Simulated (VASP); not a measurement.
# WS2 (Cm) in VASP: further runs

The runs below take WS2 through single point, with PBE+D3(BJ).

All numbers are computed with VASP 6.6.1; they aren't measurements. Logs are shortened: lines on timing, memory, paths and dates and some standing lists are left out, and cuts for length are marked.

## Step 1: The cell of the first run

It takes space group Cm (No. 8, monoclinic). The conventional cell has a = 5.463 Å, b = 3.154 Å, c = 12.140 Å, α = 90.00°, β = 90.00°, γ = 90.00°. Within 3.2 Å of W (site symmetry m) lie 6 S at 2.41 Å and 6 W at 3.15 Å. Within 3.2 Å of W (site symmetry m) lie 6 S at 2.41 to 2.72 Å and 6 W at 3.15 Å. S (site symmetry m) has 3 W at 2.57 to 2.72 Å and 10 S at 3.15 to 3.45 Å within 3.5 Å. S (site symmetry m) has 3 W at 2.41 Å and 7 S at 3.15 Å within 3.2 Å. Within 3.2 Å of S (site symmetry m) lie 3 W at 2.41 Å and 6 S at 3.15 Å. Within 3.3 Å of S (site symmetry m) lie 3 W at 2.41 Å and 10 S at 3.15 to 3.28 Å.

## Step 2: Single point, PBE+D3(BJ) (atom 3 (S) moved by (-0.150, -0.300) A along y and z)

File INCAR:

```
SYSTEM = WS2
PREC = Accurate
ENCUT = 520
EDIFF = 1E-6
ISMEAR = 0
SIGMA = 0.05
LREAL = .False.
LASPH = .True.
NELM = 100
ALGO = Normal
ISIF = 2
LWAVE = .False.
LCHARG = .True.
GGA = PE
IVDW = 12
LELF = .True.
LVHAR = .True.
NBANDS = 35
```

File KPOINTS:

```
regular mesh
0
Gamma
  12 12 4
  0 0 0
```

File POSCAR:

```
WS2
1.0
    3.1542061832      0.0000000000      0.0000000000
   -1.5771030916      2.7316226834      0.0000000000
    0.0000000000      0.0000000000     12.1399091344
W S
2 4
Direct
    0.3333333333      0.6666666667      0.2500000000
    0.6666666667      0.3333333333      0.7500000000
    0.3058771255      0.6117542511      0.5955755389
    0.6666666667      0.3333333333      0.1202874207
    0.3333333333      0.6666666667      0.8797125793
    0.6666666667      0.3333333333      0.3797125793
```

Potentials or basis: VASP PAW PBE potentials, release 64 (W_sv, S).

The run is started by

```bash
$ cat potpaw_PBE.64/W_sv/POTCAR potpaw_PBE.64/S/POTCAR > POTCAR
$ mpirun -np 1 vasp_std > vasp.out
```

OUTCAR:

```text
SYSTEM = WS2
   PREC = Accurate
   ENCUT = 520
   EDIFF = 1E-6
   ISMEAR = 0
   LREAL = .False.
   LASPH = .True.
   NELM = 100
   ISIF = 2
   GGA = PE
   IVDW = 12
 IVDW          = 12

 ion  position               nearest neighbor table
   1  0.333  0.667  0.250-   4 2.41   6 2.41   4 2.41   6 2.41   4 2.41   6 2.41
   2  0.667  0.333  0.750-   5 2.41   5 2.41   5 2.41   3 2.57   3 2.57   3 2.72
   3  0.306  0.612  0.596-   2 2.57   2 2.57   2 2.72
   4  0.667  0.333  0.120-   1 2.41   1 2.41   1 2.41
   5  0.333  0.667  0.880-   2 2.41   2 2.41   2 2.41
   6  0.667  0.333  0.380-   1 2.41   1 2.41   1 2.41

  LATTYP: Found a hexagonal cell.
 ALAT       =     3.1542061832
 C/A-ratio  =     3.8488001194

  Lattice vectors:

 A1 = (   3.1542061832,   0.0000000000,   0.0000000000)
 A2 = (  -1.5771030916,   2.7316226834,   0.0000000000)
 A3 = (   0.0000000000,   0.0000000000,  12.1399091344)

Analysis of symmetry for initial positions (statically):
=====================================================================
 Subroutine PRICEL returns:
 Original cell was already a primitive cell.

 Routine SETGRP: Setting up the symmetry group for a
 hexagonal supercell.

 Subroutine GETGRP returns: Found  2 space group operations
 (whereof  2 operations were pure point group operations)
 out of a pool of 24 trial point group operations.

The static configuration has the point symmetry C_1h.

Analysis of symmetry for dynamics (positions and initial velocities):
=====================================================================
 Subroutine PRICEL returns:
 Original cell was already a primitive cell.

 Routine SETGRP: Setting up the symmetry group for a
 hexagonal supercell.

 Subroutine GETGRP returns: Found  2 space group operations
 (whereof  2 operations were pure point group operations)
 out of a pool of 24 trial point group operations.

The dynamic configuration has the point symmetry C_1h.

 Subroutine INISYM returns: Found  2 space group operations
 (whereof  2 operations are pure point group operations),
 and found     1 'primitive' translations

----------------------------------------------------------------------------------------

                                     Primitive cell

  volume of cell :     104.5987

  direct lattice vectors                    reciprocal lattice vectors
     3.154206183  0.000000000  0.000000000     0.317036979  0.183041385  0.000000000
    -1.577103092  2.731622683  0.000000000     0.000000000  0.366082771  0.000000000
     0.000000000  0.000000000 12.139909134     0.000000000  0.000000000  0.082372939

  length of vectors
     3.154206183  3.154206183 12.139909134     0.366082771  0.366082771  0.082372939

  position of ions in fractional coordinates (direct lattice)
     0.333333333  0.666666667  0.250000000
     0.666666667  0.333333333  0.750000000
     0.305877125  0.611754251  0.595575539
     0.666666667  0.333333333  0.120287421
     0.333333333  0.666666667  0.879712579
     0.666666667  0.333333333  0.379712579

  ion indices of the primitive-cell ions
   primitive index   ion index
                 1           1
                 2           2
                 3           3
                 4           4
                 5           5
                 6           6

----------------------------------------------------------------------------------------

 KPOINTS: regular mesh

Automatic generation of k-mesh.
 Grid dimensions read from file:
 generate k-points for:   12   12    4

 Generating k-lattice:

  Cartesian coordinates                     Fractional coordinates (reciprocal lattice)
     0.026419748  0.015253449  0.000000000     0.083333333  0.000000000  0.000000000
     0.000000000  0.030506898  0.000000000     0.000000000  0.083333333  0.000000000
     0.000000000  0.000000000  0.020593235     0.000000000  0.000000000  0.250000000

  Length of vectors
     0.030506898  0.030506898  0.020593235

  Shift w.r.t. Gamma in fractional coordinates (k-lattice)
     0.000000000  0.000000000  0.000000000

 Subroutine IBZKPT returns following result:
 ===========================================

 Found    164 irreducible k-points:

 Following reciprocal coordinates:
            Coordinates               Weight
  0.000000  0.000000  0.000000      1.000000
  0.083333 -0.000000  0.000000      4.000000
  0.000000  0.083333  0.000000      2.000000
  0.166667 -0.000000  0.000000      4.000000
  0.000000  0.166667  0.000000      2.000000
  0.250000  0.000000  0.000000      4.000000
[... 16 lines left out ...]
 -0.083333  0.416667  0.000000      4.000000
 -0.416667  0.333333  0.000000      4.000000
 [... further k-points ...]
   k-points           NKPTS =    164   k-points in BZ     NKDIM =    164   number of bands    NBANDS=     35
   number of dos      NEDOS =    301   number of ions     NIONS =      6
   total plane-waves  NPLWV =  51840
   dimension x,y,z NGX =    24 NGY =   24 NGZ =   90
   dimension x,y,z NGXF=    48 NGYF=   48 NGZF=  180
   ions per type =               2   4
   NGX,Y,Z   is equivalent  to a cutoff of  12.65, 12.65, 12.32 a.u.
   NGXF,Y,Z  is equivalent  to a cutoff of  25.30, 25.30, 24.65 a.u.
 SYSTEM =  WS2
   PREC   = accura    normal or accurate (medium, high low for compatibility)
   ISTART =      0    job   : 0-new  1-cont  2-samecut
   ICHARG =      2    charge: 1-file 2-atom 10-const
   ISPIN  =      1    spin polarized calculation?
   LNONCOLLINEAR =      F non collinear calculations
   LSORBIT =      F    spin-orbit coupling
   LASPH  =      T    aspherical Exc in radial PAW
   ENCUT  =  520.0 eV  38.22 Ry    6.18 a.u.   5.86  5.86 22.57*2*pi/ulx,y,z
   NELM   =    100;   NELMIN=  2; NELMDL= -5     # of ELM steps
   EDIFF  = 0.1E-05   stopping-criterion for ELM
   LREAL  =      F    real-space projection
   EDIFFG = 0.1E-04   stopping-criterion for IOM
   NSW    =      0    number of steps for IOM
   IBRION =     -1    ionic relax: 0-MD 1-quasi-New 2-CG
   NFREE  =      0    steps in history (QN), initial steepest desc. (CG)
   ISIF   =      2    stress and relaxation
   ISYM   =      2    0-nonsym 1-usesym 2-fastsym
   POTIM  = 0.5000    time-step for ionic-motion
   TEBEG  =    0.0;   TEEND  =   0.0 temperature during run
   PSTRESS=    0.0 pullay stress
   NELECT =      52.0000    total number of electrons
   NUPDOWN=      -1.0000    fix difference up-down
   EMIN   =  10.00;   EMAX   =-10.00  energy-range for DOS
   EFERMI =   0.00;   METHOD = LEGACY
   ISMEAR =     0;   SIGMA  =   0.05  broadening in eV -4-tet -1-fermi 0-gaus
   EFERMI_NEDOS =   21; number of points for ismear=-14 and -15
   IALGO  =     38    algorithm
   IMIX   =      4    mixing-type and parameters
     AMIX     =   0.40;   BMIX     =  1.00
     AMIX_MAG =   1.60;   BMIX_MAG =  1.00
  volume/ion in A,a.u.               =      17.43       117.64
  Fermi-wavevector in a.u.,A,eV,Ry     =   1.296882  2.450752 22.883686  1.681903
  Thomas-Fermi vector in A             =   2.428310
   LORBIT       =      0    0 simple, 1 ext, 2 COOP (PROOUT), +10 PAW based schemes
   GGA     = PE    functional components
   LHFCALC =     F    Hartree Fock is set to
   AEXX    =    0.0000 exact exchange contribution
   IVDW    =    12    specifies the selected vdW correction
   LEPSILON=     F    determine dielectric tensor
   LRPA    =     F    only Hartree local field effects (RPA)
 non-spin polarized calculation
 Gauss-broadening in eV      SIGMA  =   0.05
  energy-cutoff  :      520.00
  volume of cell :      104.60
 maximum number of plane-waves:      2841
   NGX = 11   NGY = 11   NGZ = 45

 number of electron      51.9999998 magnetization

 Free energy of the ion-electron system (eV)
  ---------------------------------------------------
  ext. energy  EPLUGINS =         0.00000000
  ---------------------------------------------------
  free energy    TOTEN  =       -46.46692522 eV

  energy without entropy =      -46.46692522  energy(sigma->0) =      -46.46692522

 E-fermi :   8.0438     XC(G=0): -11.1622

 val. band max:        7.6389708766   @ k =   0.0000   0.0000   0.0000
 cond. band min:       8.2457331250   @ k =   0.1667   0.1667   0.0000
 fundamental gap:      0.6067622484
 Fermi energy:         8.0438023814

 k-point     1 :       0.0000    0.0000    0.0000
  band No.  band energies     occupation
      1     -66.9820      2.00000
      2     -66.9691      2.00000
      3     -31.2269      2.00000
      4     -31.1956      2.00000
      5     -31.0497      2.00000
      6     -31.0497      2.00000
[... 27 lines left out ...]
     34      10.4051      0.00000
     35      12.4269      0.00000

 k-point     2 :       0.0833   -0.0000    0.0000
  band No.  band energies     occupation
      1     -66.9808      2.00000
      2     -66.9678      2.00000
      3     -31.2224      2.00000
      4     -31.1917      2.00000
      5     -31.0747      2.00000
      6     -31.0555      2.00000
[... 27 lines left out ...]
     34      10.4758      0.00000
     35      12.9323      0.00000

 k-point     3 :       0.0000    0.0833    0.0000
  band No.  band energies     occupation
      1     -66.9808      2.00000
      2     -66.9678      2.00000
      3     -31.2224      2.00000
      4     -31.1919      2.00000
      5     -31.0747      2.00000
      6     -31.0555      2.00000
[... 27 lines left out ...]
     34      10.5497      0.00000
     35      12.9373      0.00000

 k-point     4 :       0.1667   -0.0000    0.0000
  band No.  band energies     occupation
      1     -66.9774      2.00000
      2     -66.9643      2.00000
      3     -31.2100      2.00000
      4     -31.1813      2.00000
      5     -31.1426      2.00000
      6     -31.0718      2.00000
[... 27 lines left out ...]
     34      10.7765      0.00000
     35      13.7309      0.00000

 k-point     5 :       0.0000    0.1667    0.0000
  band No.  band energies     occupation
      1     -66.9775      2.00000
      2     -66.9643      2.00000
      3     -31.2100      2.00000
      4     -31.1823      2.00000
      5     -31.1426      2.00000
      6     -31.0725      2.00000
[... 638 lines left out ...]
 k-point    22 :       0.3333    0.0833    0.0000
  band No.  band energies     occupation
      1     -66.9661      2.00000
      2     -66.9524      2.00000
      3     -31.3574      2.00000
      4     -31.2741      2.00000
      5     -31.1676      2.00000
      6     -31.1441      2.00000
[... 27 lines left out ...]
     34      11.9438      0.00000
     35      12.7969      0.00000

 k-point    23 :      -0.0833    0.4167    0.0000
  band No.  band energies     occupation
      1     -66.9661      2.00000
      2     -66.9524      2.00000
      3     -31.3574      2.00000
      4     -31.2764      2.00000
      5     -31.1676      2.00000
      6     -31.1416      2.00000
[... 27 lines left out ...]
     34      11.9557      0.00000
     35      12.8866      0.00000

 k-point    24 :      -0.4167    0.3333    0.0000
  band No.  band energies     occupation
      1     -66.9661      2.00000
      2     -66.9524      2.00000
      3     -31.3574      2.00000
      4     -31.2740      2.00000
      5     -31.1676      2.00000
      6     -31.1443      2.00000
[... 27 lines left out ...]
     34      12.0544      0.00000
     35      12.7986      0.00000

 [... further k-points ...]

------------------------ aborting loop because EDIFF is reached ----------------------------------------

 Edisp (eV)   -2.61502

 E8    (eV) :    -1.0992

  FORCE on cell =-STRESS in cart. coord.  units (eV):
  Direction    XX          YY          ZZ          XY          YZ          ZX
  --------------------------------------------------------------------------------------
  -------------------------------------------------------------------------------------
  Total      -2.10500    -1.91697    -6.76068     0.00000    -1.05509     0.00000
  in kB     -32.24302   -29.36289  -103.55586     0.00000   -16.16122     0.00000
  external pressure =      -55.05 kB  Pullay stress =        0.00 kB

 VOLUME and BASIS-vectors are now :
 -----------------------------------------------------------------------------
  energy-cutoff  :      520.00
  volume of cell :      104.60
      direct lattice vectors                 reciprocal lattice vectors
     3.154206183  0.000000000  0.000000000     0.317036979  0.183041385  0.000000000
    -1.577103092  2.731622683  0.000000000     0.000000000  0.366082771  0.000000000
     0.000000000  0.000000000 12.139909134     0.000000000  0.000000000  0.082372939

 POSITION                                       TOTAL-FORCE (eV/Angst)
 -----------------------------------------------------------------------------------
     -0.00000      1.82108      3.03498         0.000000     -0.013560     -0.028105
      1.57710      0.91054      9.10493        -0.000000     -0.725991     -3.152294
     -0.00000      1.67108      7.23023         0.000000      0.697626      3.764470
      1.57710      0.91054      1.46028         0.000000      0.004815     -0.005532
     -0.00000      1.82108     10.67963         0.000000      0.058041     -0.418096
      1.57710      0.91054      4.60968         0.000000     -0.020931     -0.160443
 -----------------------------------------------------------------------------------
    total drift:                               -0.000000     -0.000059      0.000124

  FREE ENERGIE OF THE ION-ELECTRON SYSTEM (eV)
  ---------------------------------------------------
  free  energy   TOTEN  =       -49.0819482333 eV

  energy  without entropy=      -49.0819482333  energy(sigma->0) =      -49.08194823
```

It took 5.7 min on 1 thread of Intel Xeon Platinum 8488C (Sapphire Rapids), shared host; peak memory 0.56 GiB.

What came out:

* Free energy: -49.0819 eV
* Pressure: -5.5 GPa
* Largest force: 3.829 eV/Å
* Band gap on the k mesh: 0.61 eV (least direct gap 1.64 eV)
* Dispersion energy per atom: -0.436 eV

Forces on the atoms (eV/Å):
```
W    0.000 -0.014 -0.028
W    0.000 -0.726 -3.152
S    0.000  0.698  3.764
S    0.000  0.005 -0.006
S    0.000  0.058 -0.418
S    0.000 -0.021 -0.160
```

Levels at points of the mesh, in eV from the valence-band top:
```tsv
k point	band 22	band 23	band 24	band 25	band 26	band 27	band 28	band 29	band 30	band 31
(0.00, 0.00, 0.00)	-1.64	-1.40	-0.98	-0.93	0.00	1.64	1.86	2.29	2.30	2.40
(0.50, 0.00, 0.00)	-2.71	-1.93	-1.74	-1.52	-0.98	2.35	2.38	2.52	2.75	2.99
(0.00, 0.50, 0.00)	-2.77	-1.94	-1.66	-1.42	-1.17	2.13	2.35	2.58	2.72	2.99
(0.00, 0.00, 0.50)	-2.21	-1.40	-0.98	-0.40	-0.13	1.64	1.88	2.29	2.32	2.41
(0.50, 0.00, 0.50)	-2.88	-1.90	-1.62	-1.59	-1.00	2.34	2.51	2.55	2.77	3.04
(0.00, 0.50, 0.50)	-2.76	-1.90	-1.64	-1.43	-1.22	2.26	2.34	2.57	2.79	2.99
```

Caveat: the cell differs from its parent crystal (atom 3 (S) moved by (-0.150, -0.300) A along y and z); the stress differs along the axes, from -10 to -3 GPa; spin-orbit coupling is left out, which moves the levels of the heavy elements; forces of over 1 eV/Å act on the atoms, so gaps and moduli don't describe the material at rest. A k mesh can miss the band edges.

## Step 3: Single point, PBE+D3(BJ) (atom 3 (S) moved by (-0.300, +0.150) A along y and z)

File INCAR:

```
PREC = Accurate
ENCUT = 520
EDIFF = 1E-6
ISMEAR = 0
SIGMA = 0.05
LREAL = False
LASPH = True
NELM = 100
ALGO = Normal
ISIF = 2
LWAVE = False
LCHARG = False
GGA = PE
IVDW = 12
NBANDS = 35
```

File KPOINTS:

```
Automatic mesh
0
Gamma
  12 12 4
```

POSCAR: that of step 2 with these lines changed.

```diff
@@ -10,3 +10,3 @@
     0.6666666667      0.3333333333      0.7500000000
-    0.3058771255      0.6117542511      0.5955755389
+    0.2784209178      0.5568418355      0.6326433616
     0.6666666667      0.3333333333      0.1202874207
```

Potentials or basis: VASP PAW PBE potentials, release 64 (W_sv, S).

The run is started by

```bash
$ cat potpaw_PBE.64/W_sv/POTCAR potpaw_PBE.64/S/POTCAR > POTCAR
$ mpirun -np 1 vasp_std > vasp.out
```

Wall time 14 min (1 thread of Intel Xeon 8259CL, shared host); peak memory 0.53 GiB.

It converged, with:

```
Free energy                : -49.0113 eV
Pressure                   : 6.4 GPa
Largest force              : 5.521 eV/Å
Band gap on the k mesh     : 0.76 eV (least direct gap 0.97 eV)
Dispersion energy per atom : -0.435 eV
```

Forces in eV/Å, atoms in the order of the input:
```
W    0.000 -0.010  0.005
W    0.000 -3.548  3.950
S    0.000  3.336 -4.399
S    0.000  0.005 -0.001
S    0.000  0.230  0.384
S    0.000 -0.013  0.060
```

Stress tensor (GPa, compression positive):
```
 8.37  0.00  0.00
 0.00  0.73 -6.53
 0.00 -6.53  9.97
```

Levels at points of the mesh, in eV from the valence-band top:
| k point | band 23 | band 24 | band 25 | band 26 | band 27 | band 28 | band 29 | band 30 |
| --- | --- | --- | --- | --- | --- | --- | --- | --- |
| (0.00, 0.00, 0.00) | -2.02 | -1.71 | -1.12 | 0.00 | 0.97 | 1.71 | 2.13 | 2.13 |
| (0.50, 0.00, 0.00) | -2.65 | -2.05 | -1.83 | -1.48 | 1.79 | 2.17 | 2.40 | 2.65 |
| (0.00, 0.50, 0.00) | -2.34 | -2.00 | -1.79 | -1.14 | 2.04 | 2.18 | 2.37 | 2.64 |
| (0.00, 0.00, 0.50) | -2.38 | -1.94 | -0.53 | -0.15 | 0.97 | 1.71 | 2.13 | 2.13 |
| (0.50, 0.00, 0.50) | -2.63 | -2.04 | -1.79 | -1.51 | 1.78 | 2.17 | 2.51 | 2.60 |
| (0.00, 0.50, 0.50) | -2.30 | -2.04 | -1.80 | -1.15 | 2.04 | 2.17 | 2.53 | 2.58 |

Caveat: the cell differs from its parent crystal (atom 3 (S) moved by (-0.300, +0.150) A along y and z); the stress differs along the axes, from 1 to 10 GPa; spin-orbit coupling is left out, which moves the levels of the heavy elements; forces of over 1 eV/Å act on the atoms, so gaps and moduli don't describe the material at rest. A k mesh can miss the band edges.
